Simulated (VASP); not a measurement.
# VI (Pm-3m) in VASP: further runs

Runs on VI. Level: PBE. Tasks: relaxation of cell and atoms.

Everything below comes from runs of VASP 6.6.1. Logs are shortened: lines on timing, memory, paths and dates and some standing lists are left out, and cuts for length are marked.

## 1. The cell of the first run

The structure is cubic, space group Pm-3m (No. 221). Conventional cell: a = 3.846 Å, b = 3.846 Å, c = 3.846 Å, α = 90.00°, β = 90.00°, γ = 90.00°. Within 4.4 Å of V (site symmetry m-3m) lie 8 I at 3.33 Å and 6 V at 3.85 Å. Within 4.4 Å of I (site symmetry m-3m) lie 8 V at 3.33 Å and 6 I at 3.85 Å.

## 2. Relaxation of cell and atoms, PBE, collinear spin, ferromagnetic start

INCAR reads:

```
SYSTEM = VI
ALGO     = Fast           ! electronic algorithm
EDIFF    = 1E-6           ! SCF threshold, eV
EDIFFG   = -0.04          ! ionic threshold
ENCUT    = 600            ! plane-wave cutoff, eV
GGA      = PE             ! functional
IBRION   = 2              ! ionic algorithm
ISIF     = 3              ! what is computed and relaxed
ISMEAR   = 0              ! smearing method
ISPIN    = 2              ! spin polarisation
LASPH    = .TRUE.         ! aspherical terms in the spheres
LCHARG   = .FALSE.        ! write CHGCAR
LMAXMIX  = 4              ! l up to which the mixer works
LORBIT   = 11             ! projections on sites
LREAL    = .FALSE.        ! projectors in reciprocal space
LWAVE    = .FALSE.        ! write WAVECAR
MAGMOM   = 3.79 0         ! initial moments
NELM     = 150            ! most SCF steps
NSW      = 90             ! ionic steps
PREC     = Accurate       ! precision mode
SIGMA    = 0.1            ! smearing width, eV
```

KPOINTS reads:

```
k-points
0
G
  4 4 4
  0 0 0
```

POSCAR reads:

```
VI
1.0
    3.8459713320      0.0000000000      0.0000000000
    0.0000000000      3.8459713320      0.0000000000
    0.0000000000      0.0000000000      3.8459713320
V I
1 1
Direct
    0.0000000000      0.0000000000      0.0000000000
    0.5000000000      0.5000000000      0.5000000000
```

Potentials or basis: VASP PAW PBE potentials, release 64 (V_sv, I).

The run is started by

```sh
> cat potpaw_PBE.64/V_sv/POTCAR potpaw_PBE.64/I/POTCAR > POTCAR
> mpirun -np 1 vasp_std > vasp.out
```

OUTCAR:

```text
SYSTEM = VI
   EDIFF = 1E-6
   EDIFFG = -0.04
   ENCUT = 600
   GGA = PE
   IBRION = 2
   ISIF = 3
   ISMEAR = 0
   ISPIN = 2
   LASPH = .TRUE.
   LORBIT = 11
   LREAL = .FALSE.
   NELM = 150
   NSW = 90
   PREC = Accurate

 ion  position               nearest neighbor table
   1  0.000  0.000  0.000-
   2  0.500  0.500  0.500-

  LATTYP: Found a simple cubic cell.
 ALAT       =     3.8459713320

  Lattice vectors:

 A1 = (   3.8459713320,   0.0000000000,   0.0000000000)
 A2 = (   0.0000000000,   3.8459713320,   0.0000000000)
 A3 = (   0.0000000000,   0.0000000000,   3.8459713320)

Analysis of symmetry for initial positions (statically):
=====================================================================
 Subroutine PRICEL returns:
 Original cell was already a primitive cell.

 Routine SETGRP: Setting up the symmetry group for a
 simple cubic supercell.

 Subroutine GETGRP returns: Found 48 space group operations
 (whereof 48 operations were pure point group operations)
 out of a pool of 48 trial point group operations.

The static configuration has the point symmetry O_h .

Analysis of symmetry for dynamics (positions and initial velocities):
=====================================================================
 Subroutine PRICEL returns:
 Original cell was already a primitive cell.

 Routine SETGRP: Setting up the symmetry group for a
 simple cubic supercell.

 Subroutine GETGRP returns: Found 48 space group operations
 (whereof 48 operations were pure point group operations)
 out of a pool of 48 trial point group operations.

The dynamic configuration has the point symmetry O_h .

Analysis of structural, dynamic, and magnetic symmetry:
=====================================================================
 Subroutine PRICEL returns:
 Original cell was already a primitive cell.

 Routine SETGRP: Setting up the symmetry group for a
 simple cubic supercell.

 Subroutine GETGRP returns: Found 48 space group operations
 (whereof 48 operations were pure point group operations)
 out of a pool of 48 trial point group operations.

The overall configuration has the point symmetry O_h .

 Subroutine INISYM returns: Found 48 space group operations
 (whereof 48 operations are pure point group operations),
 and found     1 'primitive' translations

----------------------------------------------------------------------------------------

                                     Primitive cell

  volume of cell :      56.8877
[... 74 lines left out ...]
   EDIFF  = 0.1E-05   stopping-criterion for ELM
   LREAL  =      F    real-space projection
   EDIFFG = -.4E-01   stopping-criterion for IOM
   NSW    =     90    number of steps for IOM
   IBRION =      2    ionic relax: 0-MD 1-quasi-New 2-CG
   NFREE  =      1    steps in history (QN), initial steepest desc. (CG)
   ISIF   =      3    stress and relaxation
   ISYM   =      2    0-nonsym 1-usesym 2-fastsym
   POTIM  = 0.5000    time-step for ionic-motion
   TEBEG  =    0.0;   TEEND  =   0.0 temperature during run
   PSTRESS=    0.0 pullay stress
   NELECT =      20.0000    total number of electrons
   NUPDOWN=      -1.0000    fix difference up-down
   EMIN   =  10.00;   EMAX   =-10.00  energy-range for DOS
   EFERMI =   0.00;   METHOD = LEGACY
   ISMEAR =     0;   SIGMA  =   0.10  broadening in eV -4-tet -1-fermi 0-gaus
   EFERMI_NEDOS =   21; number of points for ismear=-14 and -15
   IALGO  =     68    algorithm
   IMIX   =      4    mixing-type and parameters
     AMIX     =   0.40;   BMIX     =  1.00
     AMIX_MAG =   1.60;   BMIX_MAG =  1.00
  volume/ion in A,a.u.               =      28.44       191.95
  Fermi-wavevector in a.u.,A,eV,Ry     =   1.155435  2.183455 18.164181  1.335030
  Thomas-Fermi vector in A             =   2.292063
   LORBIT       =     11    0 simple, 1 ext, 2 COOP (PROOUT), +10 PAW based schemes
   GGA     = PE    functional components
   LHFCALC =     F    Hartree Fock is set to
   AEXX    =    0.0000 exact exchange contribution
   IVDW    =     0    specifies the selected vdW correction
   LEPSILON=     F    determine dielectric tensor
   LRPA    =     F    only Hartree local field effects (RPA)
 conjugate gradient relaxation of ions
 spin polarized calculation
 RMM-DIIS sequential band-by-band and
 Gauss-broadening in eV      SIGMA  =   0.10
  energy-cutoff  :      600.00
  volume of cell :       56.89
 maximum number of plane-waves:      1935
 NGX is ok and might be reduce to    32
   NGX = 15   NGY = 15   NGZ = 15

--------------------------------------- Ionic step        1  -------------------------------------------

 number of electron      19.9999998 magnetization       3.9061727

 Free energy of the ion-electron system (eV)
  ---------------------------------------------------
  ext. energy  EPLUGINS =         0.00000000
  ---------------------------------------------------
  free energy    TOTEN  =        -8.94970899 eV

  energy without entropy =       -8.92157191  energy(sigma->0) =       -8.93564045

 E-fermi :   6.6125     XC(G=0):  -9.4827

 val. band max:        6.6061550773   @ k =   0.5000   0.5000   0.5000
 cond. band min:       6.6480308849   @ k =   0.2500   0.2500   0.2500
 fundamental gap:      0.0418758076
 Fermi energy:         6.6124526618

 spin component 1

 k-point     1 :       0.0000    0.0000    0.0000
  band No.  band energies     occupation
      1     -58.3327      1.00000
      2     -32.2536      1.00000
      3     -32.2536      1.00000
      4     -32.2536      1.00000
      5      -8.1728      1.00000
      6       3.4517      1.00000
[... 443 lines left out ...]
--------------------------------------- Ionic step        3  -------------------------------------------

 number of electron      20.0000001 magnetization       3.6883494

 Free energy of the ion-electron system (eV)
  ---------------------------------------------------
  ext. energy  EPLUGINS =         0.00000000
  ---------------------------------------------------
  free energy    TOTEN  =        -9.07906540 eV

  energy without entropy =       -9.05597372  energy(sigma->0) =       -9.06751956

 E-fermi :   8.4844     XC(G=0): -10.2461

 val. band max:        8.4818149393   @ k =   0.0000   0.0000   0.0000
 cond. band min:       8.4972656057   @ k =   0.2500   0.0000   0.0000
 fundamental gap:      0.0154506664
 Fermi energy:         8.4843979398

 spin component 1

 k-point     1 :       0.0000    0.0000    0.0000
  band No.  band energies     occupation
      1     -56.6206      1.00000
      2     -30.5344      1.00000
      3     -30.5344      1.00000
      4     -30.5344      1.00000
      5      -7.2192      1.00000
      6       5.0682      1.00000
[... 401 lines left out ...]
  FREE ENERGIE OF THE ION-ELECTRON SYSTEM (eV)
  ---------------------------------------------------
  free  energy   TOTEN  =        -9.0790653967 eV

  energy  without entropy=       -9.0559737220  energy(sigma->0) =       -9.06751956

 reached required accuracy - stopping structural energy minimisation

 total charge

# of ion       s       p       d       tot
------------------------------------------
    1        2.139   6.038   3.172  11.349
    2        1.527   2.691   0.070   4.288
--------------------------------------------------
tot          3.666   8.729   3.242  15.637

 magnetization (x)

# of ion       s       p       d       tot
------------------------------------------
    1        0.043   0.030   2.941   3.014
    2        0.021  -0.116   0.035  -0.059
--------------------------------------------------
tot          0.065  -0.086   2.976   2.954
```

CONTCAR:

```text
VI
   1.00000000000000
     3.6471813618480167    0.0000000000000000   -0.0000000000000000
     0.0000000000000000    3.6471813618480167    0.0000000000000000
    -0.0000000000000000    0.0000000000000000    3.6471813618480167
  V               I
     1     1
Direct
     0.0000000000000000    0.0000000000000000    0.0000000000000000
     0.5000000000000000    0.5000000000000000    0.5000000000000000

  0.00000000E+00  0.00000000E+00  0.00000000E+00
  0.00000000E+00  0.00000000E+00  0.00000000E+00
```

It took 63 s on 1 thread of Oxide Virtual Turin-like, shared host; peak memory 0.19 GiB.

What came out:

```yaml
Free_energy: -9.0791 eV
Relaxed_volume: 24.26 Å³/atom
Relaxed_cell: a = 3.647 Å, b = 3.647 Å, c = 3.647 Å, α = 90.00°, β = 90.00°, γ = 90.00°
Space_group_after_relaxing_to_0.1_Å: Pm-3m (No. 221)
Energy_gained_by_relaxing: 64.7 meV/atom
Ionic_steps: 3
Pressure_after_relaxing: -0.2 GPa
Net_moment: 3.69 μB per cell
Site_moments: V +3.01; I -0.06 μB
Valence_electrons_inside_the_program's_atomic_spheres: V 11.35; I 4.29
```

Step by step:
| step | energy change (eV) | largest force (eV/Å) | pressure (GPa) | volume (Å³) |
| --- | --- | --- | --- | --- |
| 1 | 0.0000 | 0.0000 | -4.57 | 56.89 |
| 2 | -0.1195 | 0.0000 | -1.28 | 50.47 |
| 3 | -0.1294 | 0.0000 | -0.16 | 48.51 |

Final structure:
```yaml
crystal:
  lattice:
    - [3.64718, 0.00000, 0.00000]
    - [0.00000, 3.64718, 0.00000]
    - [0.00000, 0.00000, 3.64718]
  atoms:
    - { symbol: V, position: [0.00000, 0.00000, 0.00000] }
    - { symbol: I, position: [0.50000, 0.50000, 0.50000] }
```

Caveat: the k points lie up to 0.43 Å⁻¹ apart in the final cell; spin-orbit coupling is left out, which moves the levels of the heavy elements; semilocal functionals often make such compounds metallic where correlation or magnetic order opens a gap, which also shifts bond lengths.

## 3. Relaxation of cell and atoms, PBE, collinear spin, ferromagnetic start

This run uses another cell than the first one, of 24.19 Å³/atom.

INCAR reads:

```
PREC = Accurate
ENCUT = 600
EDIFF = 1E-7
ISMEAR = 0
SIGMA = 0.1
LREAL = F
LASPH = T
NELM = 150
ALGO = Normal
ISIF = 3
LWAVE = F
LCHARG = F
ISPIN = 2
MAGMOM = 3.53 0
LORBIT = 11
LMAXMIX = 4
GGA = PE
IBRION = 2
NSW = 90
EDIFFG = -0.04
```

KPOINTS reads:

```
Automatic mesh
0
Gamma
  6 6 6
```

POSCAR reads:

```
VI
1.0
    3.6437309865      0.0000000000      0.0000000000
    0.0000000000      3.6437309865      0.0000000000
    0.0000000000      0.0000000000      3.6437309865
V I
1 1
Direct
    0.0000000000      0.0000000000      0.0000000000
    0.5000000000      0.5000000000      0.5000000000
```

Potentials or basis: VASP PAW PBE potentials, release 64 (V_sv, I).

The run is started by

```sh
> cat potpaw_PBE.64/V_sv/POTCAR potpaw_PBE.64/I/POTCAR > POTCAR
> mpirun -np 1 vasp_std > vasp.out
```

OUTCAR:

```text
PREC = Accurate
   ENCUT = 600
   EDIFF = 1E-7
   ISMEAR = 0
   LREAL = F
   LASPH = T
   NELM = 150
   ISIF = 3
   ISPIN = 2
   LORBIT = 11
   GGA = PE
   IBRION = 2
   NSW = 90
   EDIFFG = -0.04

 ion  position               nearest neighbor table
   1  0.000  0.000  0.000-   2 3.16   2 3.16   2 3.16   2 3.16   2 3.16   2 3.16   2 3.16   2 3.16

   2  0.500  0.500  0.500-   1 3.16   1 3.16   1 3.16   1 3.16   1 3.16   1 3.16   1 3.16   1 3.16

  LATTYP: Found a simple cubic cell.
 ALAT       =     3.6437309865

[... 1017 lines left out ...]
  external PRESSURE =      -0.8353302 kB  Pullay stress =       0.0000000 kB

 VOLUME and BASIS-vectors are now :
 -----------------------------------------------------------------------------
  energy-cutoff  :      600.00
  volume of cell :       48.08
      direct lattice vectors                 reciprocal lattice vectors
     3.636270973 -0.000000000 -0.000000000     0.275007008 -0.000000000  0.000000000
     0.000000000  3.636270973  0.000000000     0.000000000  0.275007008  0.000000000
    -0.000000000  0.000000000  3.636270973     0.000000000 -0.000000000  0.275007008

 POSITION                                       TOTAL-FORCE (eV/Angst)
 -----------------------------------------------------------------------------------
      0.00000      0.00000      0.00000         0.000000      0.000000      0.000000
      1.81814      1.81814      1.81814        -0.000000      0.000000      0.000000
 -----------------------------------------------------------------------------------
    total drift:                               -0.000000     -0.000000     -0.000000

  FREE ENERGIE OF THE ION-ELECTRON SYSTEM (eV)
  ---------------------------------------------------
  free  energy   TOTEN  =        -9.1328664032 eV

  energy  without entropy=       -9.1160377484  energy(sigma->0) =       -9.12445208

 reached required accuracy - stopping structural energy minimisation

 total charge

# of ion       s       p       d       tot
------------------------------------------
    1        2.136   6.041   3.174  11.351
    2        1.529   2.689   0.072   4.289
--------------------------------------------------
tot          3.664   8.730   3.246  15.640

 magnetization (x)

# of ion       s       p       d       tot
------------------------------------------
    1        0.045   0.035   2.940   3.020
    2        0.019  -0.108   0.041  -0.048
--------------------------------------------------
tot          0.065  -0.073   2.981   2.973
```

OSZICAR:

```text
N       E                     dE             d eps       ncg     rms          rms(c)
DAV:   1     0.162827569202E+03    0.16283E+03   -0.10282E+04  1296   0.130E+03
[... 20 lines left out ...]
DAV:   4    -0.913288672793E+01    0.75771E-03   -0.60970E-03  1440   0.549E-01    0.141E-01
DAV:   5    -0.913287446360E+01    0.12264E-04   -0.24885E-04  1352   0.123E-01    0.919E-02
DAV:   6    -0.913286651634E+01    0.79473E-05   -0.93014E-06  1584   0.279E-02    0.706E-02
DAV:   7    -0.913286567659E+01    0.83975E-06   -0.14929E-05  1320   0.323E-02    0.217E-02
DAV:   8    -0.913286657496E+01   -0.89837E-06   -0.19615E-06  1408   0.138E-02    0.564E-03
DAV:   9    -0.913286640356E+01    0.17139E-06   -0.31428E-07  1168   0.449E-03    0.346E-03
DAV:  10    -0.913286640317E+01    0.39654E-09   -0.43138E-08   840   0.178E-03
   2 F= -.91328664E+01 E0= -.91244521E+01  d E =-.350365E-03  mag=     3.7494
```

It took 92 s on 1 thread of Oxide Virtual Turin-like, shared host; peak memory 0.17 GiB.

Results:

```yaml
Free_energy: -9.1329 eV
Relaxed_volume: 24.04 Å³/atom
Relaxed_cell: a = 3.636 Å, b = 3.636 Å, c = 3.636 Å, α = 90.00°, β = 90.00°, γ = 90.00°
Space_group_after_relaxing_to_0.1_Å: Pm-3m (No. 221)
Energy_gained_by_relaxing: 0.2 meV/atom
Ionic_steps: 2
Pressure_after_relaxing: -0.1 GPa
Net_moment: 3.75 μB per cell
Site_moments: V +3.02; I -0.05 μB
Valence_electrons_inside_the_program's_atomic_spheres: V 11.35; I 4.29
```

Step by step:
| step | energy change (eV) | largest force (eV/Å) | pressure (GPa) | volume (Å³) |
| --- | --- | --- | --- | --- |
| 1 | 0.0000 | 0.0000 | -0.28 | 48.38 |
| 2 | -0.0004 | 0.0000 | -0.08 | 48.08 |

Final structure:
```cif
data_structure
_symmetry_space_group_name_H-M 'P 1'
_symmetry_Int_Tables_number 1
_cell_length_a 3.6363
_cell_length_b 3.6363
_cell_length_c 3.6363
_cell_angle_alpha 90.000
_cell_angle_beta 90.000
_cell_angle_gamma 90.000
_cell_volume 48.08
loop_
_atom_site_label
_atom_site_type_symbol
_atom_site_fract_x
_atom_site_fract_y
_atom_site_fract_z
_atom_site_occupancy
V1 V 0.00000 0.00000 0.00000 1
I1 I 0.50000 0.50000 0.50000 1
```

Levels at points of the mesh, in eV from the Fermi level:
Spin up:
| k point | band 8 | band 9 | band 10 | band 11 | band 12 | band 13 | band 14 | band 15 | band 16 |
| --- | --- | --- | --- | --- | --- | --- | --- | --- | --- |
| (0.00, 0.00, 0.00) | -3.38 | -2.14 | -2.14 | -0.79 | -0.43 | -0.43 | -0.43 | 4.92 | 4.92 |
| (0.50, 0.00, 0.00) | -3.51 | -1.69 | -0.36 | -0.08 | 0.74 | 0.74 | 1.96 | 4.20 | 4.34 |
| (0.50, 0.50, 0.00) | -2.73 | -2.08 | -0.98 | -0.98 | -0.76 | 0.03 | 0.78 | 5.95 | 5.95 |
| (0.50, 0.50, 0.50) | -6.24 | 0.06 | 0.06 | 0.17 | 0.17 | 0.17 | 0.82 | 0.82 | 0.82 |
Spin down:
```tsv
k point	band 5	band 6	band 7	band 8	band 9	band 10	band 11	band 12
(0.00, 0.00, 0.00)	-15.63	-3.26	-3.26	-3.26	0.01	0.01	0.75	2.23
(0.50, 0.00, 0.00)	-14.89	-7.43	-3.08	-3.08	0.89	2.35	2.71	3.00
(0.50, 0.50, 0.00)	-14.32	-6.31	-6.31	-2.11	-0.94	1.43	1.43	1.55
(0.50, 0.50, 0.50)	-13.66	-5.93	-5.93	-5.93	1.37	1.37	1.37	2.98
```

Caveat: spin-orbit coupling is left out, which moves the levels of the heavy elements; semilocal functionals often make such compounds metallic where correlation or magnetic order opens a gap, which also shifts bond lengths.
